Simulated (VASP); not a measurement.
# SrO (Fm-3m) in VASP: a series of runs

Runs on SrO. Level: PBE. Tasks: single point.

Everything below comes from runs of VASP 6.6.1. Logs are shortened: lines on timing, memory, paths and dates and some standing lists are left out, and cuts for length are marked.

### 1 The cell of the first run

Symmetry: Fm-3m, No. 225, cubic system. Conventional cell: a = 5.035 Å, b = 5.035 Å, c = 5.035 Å, α = 90.00°, β = 90.00°, γ = 90.00°. Within 3.3 Å of Sr (site symmetry m-3m) lie 6 O at 2.52 Å. Within 3.3 Å of O (site symmetry m-3m) lie 6 Sr at 2.52 Å.

### 2 Single point, PBE (volume scaled by 0.94)

The input, INCAR:

```
PREC = Accurate
ENCUT = 520
EDIFF = 1E-6
ISMEAR = -1
SIGMA = 0.02
LREAL = False
LASPH = True
NELM = 80
ALGO = Normal
ISIF = 2
LWAVE = False
LCHARG = True
GGA = PE
LELF = True
LVHAR = True
NBANDS = 15
```

The input, KPOINTS:

```
Automatic mesh
0
Gamma
  8 8 8
```

The input, POSCAR:

```
SrO
1.0
    0.0000000000      2.5173403822      2.5173403822
    2.5173403822      0.0000000000      2.5173403822
    2.5173403822      2.5173403822      0.0000000000
Sr O
1 1
Direct
    0.0000000000      0.0000000000      0.0000000000
    0.5000000000      0.5000000000      0.5000000000
```

Potentials or basis: VASP PAW PBE potentials, release 64 (Sr_sv, O).

Started as:

```console
$ cat potpaw_PBE.64/Sr_sv/POTCAR potpaw_PBE.64/O/POTCAR > POTCAR
$ mpirun -np 1 vasp_std > vasp.out
```

OUTCAR:

```text
PREC = Accurate
   ENCUT = 520
   EDIFF = 1E-6
   ISMEAR = -1
   LREAL = False
   LASPH = True
   NELM = 80
   ISIF = 2
   GGA = PE

 ion  position               nearest neighbor table
   1  0.000  0.000  0.000-   2 2.52   2 2.52   2 2.52   2 2.52   2 2.52   2 2.52
   2  0.500  0.500  0.500-   1 2.52   1 2.52   1 2.52   1 2.52   1 2.52   1 2.52

  LATTYP: Found a face centered cubic cell.
 ALAT       =     5.0346807644

  Lattice vectors:

 A1 = (   0.0000000000,   2.5173403822,   2.5173403822)
 A2 = (   2.5173403822,   0.0000000000,   2.5173403822)
 A3 = (   2.5173403822,   2.5173403822,   0.0000000000)

Analysis of symmetry for initial positions (statically):
=====================================================================
 Subroutine PRICEL returns:
 Original cell was already a primitive cell.

 Routine SETGRP: Setting up the symmetry group for a
 face centered cubic supercell.

 Subroutine GETGRP returns: Found 48 space group operations
 (whereof 48 operations were pure point group operations)
 out of a pool of 48 trial point group operations.

The static configuration has the point symmetry O_h .

Analysis of symmetry for dynamics (positions and initial velocities):
=====================================================================
 Subroutine PRICEL returns:
 Original cell was already a primitive cell.

 Routine SETGRP: Setting up the symmetry group for a
 face centered cubic supercell.

 Subroutine GETGRP returns: Found 48 space group operations
 (whereof 48 operations were pure point group operations)
 out of a pool of 48 trial point group operations.

The dynamic configuration has the point symmetry O_h .

 Subroutine INISYM returns: Found 48 space group operations
 (whereof 48 operations are pure point group operations),
 and found     1 'primitive' translations

----------------------------------------------------------------------------------------

                                     Primitive cell

  volume of cell :      31.9048

  direct lattice vectors                    reciprocal lattice vectors
     0.000000000  2.517340382  2.517340382    -0.198622325  0.198622325  0.198622325
     2.517340382  0.000000000  2.517340382     0.198622325 -0.198622325  0.198622325
     2.517340382  2.517340382  0.000000000     0.198622325  0.198622325 -0.198622325

  length of vectors
     3.560056910  3.560056910  3.560056910     0.344023959  0.344023959  0.344023959

  position of ions in fractional coordinates (direct lattice)
     0.000000000  0.000000000  0.000000000
     0.500000000  0.500000000  0.500000000

  ion indices of the primitive-cell ions
   primitive index   ion index
                 1           1
[... 80 lines left out ...]
   ISYM   =      2    0-nonsym 1-usesym 2-fastsym
   POTIM  = 0.5000    time-step for ionic-motion
   TEBEG  =    0.0;   TEEND  =   0.0 temperature during run
   PSTRESS=    0.0 pullay stress
   NELECT =      16.0000    total number of electrons
   NUPDOWN=      -1.0000    fix difference up-down
   EMIN   =  10.00;   EMAX   =-10.00  energy-range for DOS
   EFERMI =   0.00;   METHOD = LEGACY
   ISMEAR =    -1;   SIGMA  =   0.02  broadening in eV -4-tet -1-fermi 0-gaus
   EFERMI_NEDOS =   21; number of points for ismear=-14 and -15
   IALGO  =     38    algorithm
   IMIX   =      4    mixing-type and parameters
     AMIX     =   0.40;   BMIX     =  1.00
     AMIX_MAG =   1.60;   BMIX_MAG =  1.00
  volume/ion in A,a.u.               =      15.95       107.65
  Fermi-wavevector in a.u.,A,eV,Ry     =   1.300657  2.457886 23.017104  1.691709
  Thomas-Fermi vector in A             =   2.431842
   LORBIT       =      0    0 simple, 1 ext, 2 COOP (PROOUT), +10 PAW based schemes
   GGA     = PE    functional components
   LHFCALC =     F    Hartree Fock is set to
   AEXX    =    0.0000 exact exchange contribution
   IVDW    =     0    specifies the selected vdW correction
   LEPSILON=     F    determine dielectric tensor
   LRPA    =     F    only Hartree local field effects (RPA)
 non-spin polarized calculation
  energy-cutoff  :      520.00
  volume of cell :       31.90
 maximum number of plane-waves:       881
 NGX is ok and might be reduce to    28
   NGX = 13   NGY = 13   NGZ = 13

 number of electron      15.9999997 magnetization

 Free energy of the ion-electron system (eV)
  ---------------------------------------------------
  ext. energy  EPLUGINS =         0.00000000
  ---------------------------------------------------
  free energy    TOTEN  =       -11.95160600 eV

  energy without entropy =      -11.95160600  energy(sigma->0) =      -11.95160600

 E-fermi :   2.4659     XC(G=0): -10.3296

 val. band max:        1.9748739573   @ k =   0.0000   0.0000   0.0000
 cond. band min:       5.1925372721   @ k =   0.5000   0.5000   0.0000
 fundamental gap:      3.2176633148
 Fermi energy:         2.4658703086

 k-point     1 :       0.0000    0.0000    0.0000
  band No.  band energies     occupation
      1     -30.2043      2.00000
      2     -13.1955      2.00000
      3     -11.7670      2.00000
      4     -11.7670      2.00000
      5     -11.7670      2.00000
      6       1.9749      2.00000
      7       1.9749      2.00000
      8       1.9749      2.00000
      9       6.4295      0.00000
     10       8.3191      0.00000
     11       8.3191      0.00000
     12       8.3191      0.00000
     13      10.6330      0.00000
     14      10.6330      0.00000
[... 401 lines left out ...]
      2     -14.4912      2.00000
      3     -12.2405      2.00000
      4     -12.0490      2.00000
      5     -10.9437      2.00000
      6       0.3228      2.00000
      7       1.0522      2.00000
      8       1.1601      2.00000
      9       8.5732      0.00000
     10       8.9595      0.00000
     11      11.8201      0.00000
     12      11.8692      0.00000
     13      14.1569      0.00000
     14      15.5682      0.00000
     15      16.1298      0.00000

 [... further k-points ...]
[... 5 lines left out ...]
  --------------------------------------------------------------------------------------
  -------------------------------------------------------------------------------------
  Total        2.1120986      2.1120986      2.1120986      0.0000000      0.0000000     -0.0000000
  in kB      106.0642323    106.0642323    106.0642323      0.0000000      0.0000000     -0.0000000
  external PRESSURE =     106.0642323 kB  Pullay stress =       0.0000000 kB

 VOLUME and BASIS-vectors are now :
 -----------------------------------------------------------------------------
  energy-cutoff  :      520.00
  volume of cell :       31.90
      direct lattice vectors                 reciprocal lattice vectors
     0.000000000  2.517340382  2.517340382    -0.198622325  0.198622325  0.198622325
     2.517340382  0.000000000  2.517340382     0.198622325 -0.198622325  0.198622325
     2.517340382  2.517340382  0.000000000     0.198622325  0.198622325 -0.198622325

 POSITION                                       TOTAL-FORCE (eV/Angst)
 -----------------------------------------------------------------------------------
      0.00000      0.00000      0.00000        -0.000000     -0.000000     -0.000000
      2.51734      2.51734      2.51734         0.000000      0.000000      0.000000
 -----------------------------------------------------------------------------------
    total drift:                                0.000000      0.000000      0.000000

  FREE ENERGIE OF THE ION-ELECTRON SYSTEM (eV)
  ---------------------------------------------------
  free  energy   TOTEN  =       -11.9516059995 eV

  energy  without entropy=      -11.9516059995  energy(sigma->0) =      -11.95160600
```

OSZICAR:

```text
N       E                     dE             d eps       ncg     rms          rms(c)
DAV:   1     0.683158592989E+02    0.68316E+02   -0.85604E+03   870   0.105E+03
DAV:   2    -0.112513746977E+02   -0.79567E+02   -0.73311E+02  1207   0.224E+02
DAV:   3    -0.141216932600E+02   -0.28703E+01   -0.28593E+01  1127   0.389E+01
DAV:   4    -0.141761466987E+02   -0.54453E-01   -0.54451E-01  1063   0.520E+00
DAV:   5    -0.141775853868E+02   -0.14387E-02   -0.14387E-02  1126   0.666E-01    0.186E+01
DAV:   6    -0.120787744694E+02    0.20988E+01   -0.64296E+00   891   0.200E+01    0.219E+01
DAV:   7    -0.119602978208E+02    0.11848E+00   -0.25586E-01  1080   0.463E+00    0.128E+01
DAV:   8    -0.119493359699E+02    0.10962E-01   -0.10823E-01  1150   0.325E+00    0.650E-01
DAV:   9    -0.119509916818E+02   -0.16557E-02   -0.51035E-03  1097   0.471E-01    0.227E-01
DAV:  10    -0.119514801648E+02   -0.48848E-03   -0.46956E-04   919   0.196E-01    0.659E-02
DAV:  11    -0.119515904378E+02   -0.11027E-03   -0.10416E-04   989   0.764E-02    0.263E-02
DAV:  12    -0.119516057698E+02   -0.15332E-04   -0.23387E-05   919   0.362E-02    0.139E-02
DAV:  13    -0.119516059995E+02   -0.22966E-06   -0.89166E-07   715   0.856E-03
   1 F= -.11951606E+02 E0= -.11951606E+02  d E =-.196915E-12
```

stdout:

```text
POSCAR found type information on POSCAR SrO
 POSCAR found :  2 types and       2 ions
 scaLAPACK will be used
 LDA part: xc-table for (Slater+PW92), standard interpolation
 POSCAR, INCAR and KPOINTS ok, starting setup
 FFT: planning ... GRIDC
 FFT: planning ... GRID_SOFT
 FFT: planning ... GRID
 WAVECAR not read
 entering main loop
```

It took 11 s on 1 thread of AMD EPYC 9R14 (Zen 4), shared host; peak memory 0.13 GiB.

Results:

| Quantity | Value |
| --- | --- |
| Free energy | -11.9516 eV |
| Pressure | 10.6 GPa |
| Band gap on the k mesh | 3.22 eV, indirect (least direct gap 3.26 eV) |

Levels at points of the mesh, in eV from the valence-band top:
| k point | band 6 | band 7 | band 8 | band 9 | band 10 | band 11 |
| --- | --- | --- | --- | --- | --- | --- |
| (0.00, 0.00, 0.00) | 0.00 | 0.00 | 0.00 | 4.45 | 6.34 | 6.34 |
| (0.50, 0.00, 0.00) | -2.29 | -1.27 | -1.27 | 6.83 | 8.98 | 9.21 |
| (0.50, 0.50, 0.00) | -0.31 | -0.04 | -0.04 | 3.22 | 8.30 | 10.60 |

 A k mesh can miss the band edges.

### 3 Single point, PBE (volume scaled by 0.98)

The input, INCAR:

```
SYSTEM = SrO
ALGO     = Normal         ! electronic algorithm
EDIFF    = 1E-6           ! SCF threshold, eV
ENCUT    = 520            ! plane-wave cutoff, eV
GGA      = PE             ! functional
ISIF     = 2              ! what is computed and relaxed
ISMEAR   = -1             ! smearing method
LASPH    = .TRUE.         ! aspherical terms in the spheres
LCHARG   = .FALSE.        ! write CHGCAR
LREAL    = .FALSE.        ! projectors in reciprocal space
LWAVE    = .FALSE.        ! write WAVECAR
NBANDS   = 15             ! bands
NELM     = 80             ! most SCF steps
PREC     = Accurate       ! precision mode
SIGMA    = 0.02           ! smearing width, eV
```

The input, KPOINTS:

```
k-points
0
G
  8 8 8
  0 0 0
```

The input, POSCAR:

```
SrO
1.0
    0.0000000000      2.5525525005      2.5525525005
    2.5525525005      0.0000000000      2.5525525005
    2.5525525005      2.5525525005      0.0000000000
Sr O
1 1
Direct
    0.0000000000      0.0000000000      0.0000000000
    0.5000000000      0.5000000000      0.5000000000
```

Potentials or basis: VASP PAW PBE potentials, release 64 (Sr_sv, O).

Started as:

```console
$ cat potpaw_PBE.64/Sr_sv/POTCAR potpaw_PBE.64/O/POTCAR > POTCAR
$ mpirun -np 1 vasp_std > vasp.out
```

Run time: 10 s. Hardware: 1 thread of AMD EPYC 9R14 (Zen 4), shared host; peak memory 0.13 GiB.

The run converged. Its results:

| Property | Result |
| --- | --- |
| Free energy | -12.0206 eV |
| Pressure | 5.6 GPa |
| Band gap on the k mesh | 3.25 eV, indirect (least direct gap 3.32 eV) |

Levels at points of the mesh, in eV from the valence-band top:
```
           k point  band 4  band 5  band 6  band 7  band 8  band 9  band 10  band 11  band 12  band 13
(0.00, 0.00, 0.00)  -13.93  -13.93    0.00    0.00    0.00    4.14     6.26     6.26     6.26     8.47
(0.50, 0.00, 0.00)  -14.01  -12.73   -2.21   -1.18   -1.18    6.65     8.63     8.97     8.97    12.12
(0.50, 0.50, 0.00)  -14.32  -14.32   -0.39   -0.07   -0.07    3.25     7.97    10.32    10.58    11.27
```

 A k mesh can miss the band edges.
